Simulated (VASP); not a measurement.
# Ga2O3 (P-3m1) in VASP: further runs, part 2 of 2

VASP 6.6.1.

### 3 Single point, r2SCAN (volume changed by -3%)

Contents of POSCAR:

```
Ga2O3
1.0
    2.9607324711      0.0000000000      0.0000000000
   -1.4803662355      2.5640695338      0.0000000000
    0.0000000000      0.0000000000      6.7766323259
Ga O
2 3
Direct
    0.3333333333      0.6666666667      0.2039202181
    0.6666666667      0.3333333333      0.7960797819
    0.0000000000      0.0000000000      0.0000000000
    0.3333333333      0.6666666667      0.6915979171
    0.6666666667      0.3333333333      0.3084020829
```

Contents of INCAR.step1:

```
SYSTEM = Ga2O3
ALGO = Normal
EDIFF = 1E-4
ENCUT = 520
GGA = PE
ISMEAR = 0
LASPH = .True.
LCHARG = .False.
LREAL = .False.
LWAVE = .True.
NBANDS = 30
NELM = 80
PREC = Accurate
SIGMA = 0.01
```

Contents of INCAR.step2:

```
SYSTEM = Ga2O3
ALGO = Normal
EDIFF = 1E-7
ENCUT = 520
ISIF = 2
ISMEAR = 0
ISTART = 1
LASPH = .True.
LCHARG = .False.
LMIXTAU = .True.
LREAL = .False.
LWAVE = .False.
METAGGA = R2SCAN
NBANDS = 30
NELM = 80
PREC = Accurate
SIGMA = 0.01
```

Contents of KPOINTS:

```
k-points
0
Gamma
  9 9 4
  0 0 0
```

Potentials or basis: VASP PAW PBE potentials, release 64 (Ga_d, O).

Command:

```console
cat potpaw_PBE.64/Ga_d/POTCAR potpaw_PBE.64/O/POTCAR > POTCAR
cp INCAR.step1 INCAR
mpirun -np 1 vasp_std > vasp.out
cp INCAR.step2 INCAR
mpirun -np 1 vasp_std > vasp.out
```

OUTCAR:

```text
SYSTEM = Ga2O3
   EDIFF = 1E-7
   ENCUT = 520
   ISIF = 2
   ISMEAR = 0
   ISTART = 1
   LASPH = .True.
   LREAL = .False.
   METAGGA = R2SCAN
   NELM = 80
   PREC = Accurate

 ion  position               nearest neighbor table
   1  0.333  0.667  0.204-   5 1.85   5 1.85   5 1.85   3 2.20   3 2.20   3 2.20
   2  0.667  0.333  0.796-   4 1.85   4 1.85   4 1.85   3 2.20   3 2.20   3 2.20
   3  0.000  0.000  0.000-   1 2.20   2 2.20   1 2.20   2 2.20   2 2.20   1 2.20
   4  0.333  0.667  0.692-   2 1.85   2 1.85   2 1.85
[... 998 lines left out ...]
  --------------------------------------------------------------------------------------
  -------------------------------------------------------------------------------------
  Total        3.3385840      3.3385840      1.7663907      0.0000000      0.0000000      0.0000000
  in kB      103.9752577    103.9752577     55.0116244      0.0000000      0.0000000      0.0000000
  external PRESSURE =      87.6540466 kB  Pullay stress =       0.0000000 kB

 VOLUME and BASIS-vectors are now :
 -----------------------------------------------------------------------------
  energy-cutoff  :      520.00
  volume of cell :       51.44
      direct lattice vectors                 reciprocal lattice vectors
     2.960732471  0.000000000  0.000000000     0.337754258  0.195002512  0.000000000
    -1.480366236  2.564069534  0.000000000     0.000000000  0.390005024  0.000000000
     0.000000000  0.000000000  6.776632326     0.000000000  0.000000000  0.147565922

 POSITION                                       TOTAL-FORCE (eV/Angst)
 -----------------------------------------------------------------------------------
     -0.00000      1.70938      1.38189         0.000000     -0.000000     -0.132142
      1.48037      0.85469      5.39474         0.000000      0.000000      0.132142
      0.00000      0.00000      0.00000        -0.000000      0.000000      0.000000
     -0.00000      1.70938      4.68670        -0.000000     -0.000000     -0.483192
      1.48037      0.85469      2.08993        -0.000000      0.000000      0.483192
 -----------------------------------------------------------------------------------
    total drift:                                0.000000      0.000000     -0.000000

  FREE ENERGIE OF THE ION-ELECTRON SYSTEM (eV)
  ---------------------------------------------------
  free  energy   TOTEN  =       -50.2634377976 eV

  energy  without entropy=      -50.2634377976  energy(sigma->0) =      -50.26343780
```

OUTCAR.step1:

```text
SYSTEM = Ga2O3
   EDIFF = 1E-4
   ENCUT = 520
   GGA = PE
   ISMEAR = 0
[... 1026 lines left out ...]
      1.48037      0.85469      5.39474         0.000000     -0.000000      0.234409
      0.00000      0.00000      0.00000         0.000000      0.000000      0.000000
     -0.00000      1.70938      4.68670         0.000000      0.000000     -0.829073
      1.48037      0.85469      2.08993        -0.000000     -0.000000      0.829073
 -----------------------------------------------------------------------------------
    total drift:                                0.000000      0.000000     -0.000000

  FREE ENERGIE OF THE ION-ELECTRON SYSTEM (eV)
  ---------------------------------------------------
  free  energy   TOTEN  =       -28.8670722401 eV

  energy  without entropy=      -28.8670722401  energy(sigma->0) =      -28.86707224
```

OSZICAR.step1:

```text
N       E                     dE             d eps       ncg     rms          rms(c)
DAV:   1     0.418521767106E+03    0.41852E+03   -0.21503E+04  2994   0.268E+03
DAV:   2     0.249407994294E+02   -0.39358E+03   -0.36949E+03  2834   0.591E+02
DAV:   3    -0.310854895126E+02   -0.56026E+02   -0.55196E+02  2924   0.168E+02
DAV:   4    -0.333188267119E+02   -0.22333E+01   -0.22248E+01  3348   0.370E+01
DAV:   5    -0.333592689407E+02   -0.40442E-01   -0.40432E-01  2868   0.464E+00    0.124E+01
DAV:   6    -0.288325262944E+02    0.45267E+01   -0.11746E+01  4312   0.573E+01    0.334E+00
DAV:   7    -0.288982266861E+02   -0.65700E-01   -0.14543E+00  2700   0.907E+00    0.241E+00
DAV:   8    -0.288831592898E+02    0.15067E-01   -0.20801E-01  4000   0.517E+00    0.915E-01
DAV:   9    -0.288665019915E+02    0.16657E-01   -0.50271E-02  3790   0.338E+00    0.197E-01
DAV:  10    -0.288667801200E+02   -0.27813E-03   -0.75922E-03  3004   0.686E-01    0.739E-02
DAV:  11    -0.288670483729E+02   -0.26825E-03   -0.65498E-04  3178   0.259E-01    0.198E-02
DAV:  12    -0.288670722401E+02   -0.23867E-04   -0.61874E-05  1954   0.911E-02
   1 F= -.28867072E+02 E0= -.28867072E+02  d E =-.265330E-52
```

It took 3.1 min on 1 thread of Intel Xeon Platinum 8488C (Sapphire Rapids), shared host; peak memory 0.2 GiB.

What came out:

```yaml
Free_energy: -50.2634 eV
Pressure: 8.8 GPa
Largest_force: 0.483 eV/Å
Band_gap_on_the_k_mesh: 3.35 eV, direct
```

Forces in eV/Å, atoms in the order of the input:
```
Ga   0.000  0.000 -0.132
Ga   0.000  0.000  0.132
O    0.000  0.000  0.000
O    0.000  0.000 -0.483
O    0.000  0.000  0.483
```

Stress tensor (GPa, compression positive):
```
10.40  0.00  0.00
 0.00 10.40  0.00
 0.00  0.00  5.50
```

Caveat: the cell differs from its parent crystal (volume changed by -3%); the PAW data sets were made with another functional, which shifts forces and pressure a little.

### 4 Single point, r2SCAN

This run uses another cell than the first one, of 10.61 Å³/atom, 1.064 times its volume.

Edit POSCAR of step 3 so:

```diff
@@ -2,5 +2,5 @@
 1.0
-    2.9607324711      0.0000000000      0.0000000000
-   -1.4803662355      2.5640695338      0.0000000000
-    0.0000000000      0.0000000000      6.7766323259
+    2.9909461137      0.0000000000      0.0000000000
+   -1.4954730568      2.5902353158      0.0000000000
+    0.0000000000      0.0000000000      6.8457864116
 Ga O
```

Contents of INCAR.step1:

```
SYSTEM = Ga2O3
PREC = Accurate
ENCUT = 520
ISMEAR = 0
SIGMA = 0.01
LREAL = .FALSE.
LASPH = .TRUE.
NELM = 80
NBANDS = 30
GGA = PE
ALGO = Normal
EDIFF = 1E-4
LWAVE = .TRUE.
LCHARG = .FALSE.
```

Contents of INCAR.step2:

```
SYSTEM = Ga2O3
PREC = Accurate
ENCUT = 520
EDIFF = 1E-6
ISMEAR = 0
SIGMA = 0.01
LREAL = .FALSE.
LASPH = .TRUE.
NELM = 80
ALGO = Normal
ISIF = 2
LWAVE = .FALSE.
LCHARG = .TRUE.
METAGGA = R2SCAN
LMIXTAU = .TRUE.
LELF = .TRUE.
LVHAR = .TRUE.
NBANDS = 30
ISTART = 1
```

Contents of KPOINTS:

```
regular mesh
0
G
  9 9 4
  0 0 0
```

Command:

```console
cat potpaw_PBE.64/Ga_d/POTCAR potpaw_PBE.64/O/POTCAR > POTCAR
cp INCAR.step1 INCAR
mpirun -np 1 vasp_std > vasp.out
cp INCAR.step2 INCAR
mpirun -np 1 vasp_std > vasp.out
```

It took 2.9 min on 1 thread of Intel Xeon Platinum 8488C (Sapphire Rapids), shared host; peak memory 0.21 GiB.

The run converged. Its results:

```yaml
Free_energy: -50.3171 eV
Pressure: 1.9 GPa
Largest_force: 0.111 eV/Å
Band_gap_on_the_k_mesh: 3.09 eV, direct
```

Forces on the atoms (eV/Å):
```
Ga   0.000  0.000 -0.048
Ga   0.000  0.000  0.048
O    0.000  0.000  0.000
O    0.000  0.000 -0.111
O    0.000  0.000  0.111
```

Stress tensor (GPa, compression positive):
```
2.45 0.00 0.00
0.00 2.45 0.00
0.00 0.00 0.66
```

Levels at points of the mesh, in eV from the valence-band top:
| k point | band 19 | band 20 | band 21 | band 22 | band 23 | band 24 | band 25 | band 26 |
| --- | --- | --- | --- | --- | --- | --- | --- | --- |
| (0.00, 0.00, 0.00) | -1.09 | -0.91 | -0.91 | 0.00 | 3.09 | 6.36 | 7.31 | 12.29 |
| (0.00, 0.00, 0.50) | -1.01 | -1.01 | -0.94 | -0.94 | 4.06 | 5.67 | 7.34 | 11.89 |

Caveat: the PAW data sets were made with another functional, which shifts forces and pressure a little.

### 5 Single point, PBE

This run uses another cell than the first one, of 10.61 Å³/atom, 1.064 times its volume.

Contents of INCAR:

```
SYSTEM = Ga2O3
PREC = Accurate
ENCUT = 520
EDIFF = 1E-6
ISMEAR = 0
SIGMA = 0.01
LREAL = .False.
LASPH = .True.
NELM = 60
ALGO = Normal
ISIF = 2
LWAVE = .False.
LCHARG = .True.
GGA = PE
LELF = .True.
LVHAR = .True.
NBANDS = 30
```

Contents of KPOINTS:

```
Automatic mesh
0
Gamma
  12 12 4
  0 0 0
```

POSCAR is that of step 4.

Command:

```console
cat potpaw_PBE.64/Ga_d/POTCAR potpaw_PBE.64/O/POTCAR > POTCAR
mpirun -np 1 vasp_std > vasp.out
```

Wall time 83 s (1 thread of Intel Xeon Platinum 8488C (Sapphire Rapids), shared host); peak memory 0.23 GiB.

The run converged. Its results:

```yaml
Free_energy: -28.9921 eV
Pressure: 9.0 GPa
Largest_force: 0.481 eV/Å
Band_gap_on_the_k_mesh: 2.49 eV, direct
```

Forces on the atoms (eV/Å):
```
Ga   0.000  0.000 -0.164
Ga   0.000  0.000  0.164
O    0.000  0.000  0.000
O    0.000  0.000 -0.481
O    0.000  0.000  0.481
```

Stress tensor (GPa, compression positive):
```
10.08  0.00  0.00
 0.00 10.08  0.00
 0.00  0.00  6.84
```

Levels at points of the mesh, in eV from the valence-band top:
```tsv
k point	band 20	band 21	band 22	band 23	band 24	band 25
(0.00, 0.00, 0.00)	-0.89	-0.89	0.00	2.49	5.64	6.57
(0.50, 0.00, 0.00)	-1.52	-0.77	-0.66	4.42	7.63	8.08
(0.00, 0.00, 0.50)	-1.05	-0.90	-0.90	3.49	5.01	6.57
(0.50, 0.00, 0.50)	-1.84	-0.70	-0.27	4.66	7.48	7.49
```

A k mesh can miss the band edges.

### 6 Summary

```csv
level,cell,k mesh,gap on the mesh (eV),pressure (GPa),largest force (eV/Å)
r2SCAN,"a = 2.930, b = 2.930, c = 6.706 Å, angles 90.0, 90.0, 120.0°, 5 atoms",9 × 9 × 4,3.64,16.8,0.90
r2SCAN,"a = 2.961, b = 2.961, c = 6.777 Å, angles 90.0, 90.0, 120.0°, 5 atoms",9 × 9 × 4,3.35,8.8,0.48
r2SCAN,"a = 2.991, b = 2.991, c = 6.846 Å, angles 90.0, 90.0, 120.0°, 5 atoms",9 × 9 × 4,3.09,1.9,0.11
PBE,"a = 2.991, b = 2.991, c = 6.846 Å, angles 90.0, 90.0, 120.0°, 5 atoms",12 × 12 × 4,2.49,9.0,0.48
```

Alike in all rows: task single point; potentials or basis VASP PAW PBE potentials, release 64 (Ga_d, O); no spin polarisation; cutoff (eV) 520; smearing gaussian 0.01 eV.

Caveats: the PAW data sets were made with another functional, which shifts forces and pressure a little (some runs).

Absolute energies hang on the potentials; compare differences alone.
